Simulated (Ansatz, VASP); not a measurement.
# One calculation of C, two programs

File INCAR:

```
SYSTEM = C
ALGO = Normal ; EDIFF = 1E-6
ENCUT = 520 ; GGA = PE
ISIF = 2 ; ISMEAR = 0
LASPH = .True. ; LCHARG = .True.
LELF = .True. ; LREAL = .False.
LVHAR = .True. ; LWAVE = .False.
NBANDS = 11 ; NELM = 100
PREC = Accurate ; SIGMA = 0.05
```

The input KPOINTS:

```
k-points
0
Gamma
  12 12 12
  0 0 0
```

The input POSCAR:

```
C
1.0
    0.0000000000      1.7293174649      1.9044973241
    1.7293174649      0.0000000000      1.9044973241
    1.7293174649      1.7293174649      0.0000000000
C
2
Direct
    0.5000000000      0.5000000000      0.5000000000
    0.7500000000      0.7500000000      0.7500000000
```

Input for Ansatz:

```yaml
crystal:
  lattice:
    - [0.0, 1.7293174649, 1.9044973241]
    - [1.7293174649, 0.0, 1.9044973241]
    - [1.7293174649, 1.7293174649, 0.0]
  atoms:
    - { symbol: C, position: [0.5, 0.5, 0.5] }
    - { symbol: C, position: [0.75, 0.75, 0.75] }
basis:
  ecutwfc: 520.0
kpoints:
  mp_grid: { grid: [12, 12, 12] }
hamiltonian:
  xc: pbe
  pseudopotentials: { kind: paw, azcp: { folder: soft_1 } }
scf:
  occupations: { method: gaussian, width: 0.05 }
output:
  forces: true
  stress: true
  eigenvalues: true
```

Alike in both runs: task single point; functional PBE; k mesh 12 × 12 × 12; occupations gaussian, width 0.05 eV; no spin polarisation.

|  | VASP | Ansatz |
| --- | --- | --- |
| version | VASP 6.6.1 | Ansatz 0.2.0 |
| potentials or method | VASP PAW PBE potentials, release 64 (C), cutoff 520 eV | scalar-relativistic, plane waves, PAW |
| valence electrons in the cell | 8 | 8 |

|  | VASP | Ansatz | Ansatz less VASP |
| --- | --- | --- | --- |
| gap on the k mesh at the Fermi level (eV) | 2.94 | 2.95 | +0.008 |
| least direct gap on the mesh (eV) | 4.73 | 4.74 | +0.003 |
| pressure (GPa) | 0.9 | 0.3 | -0.60 |
| traceless stress, the component that is largest in VASP (GPa) | -65.23 | -65.24 | -0.006 |
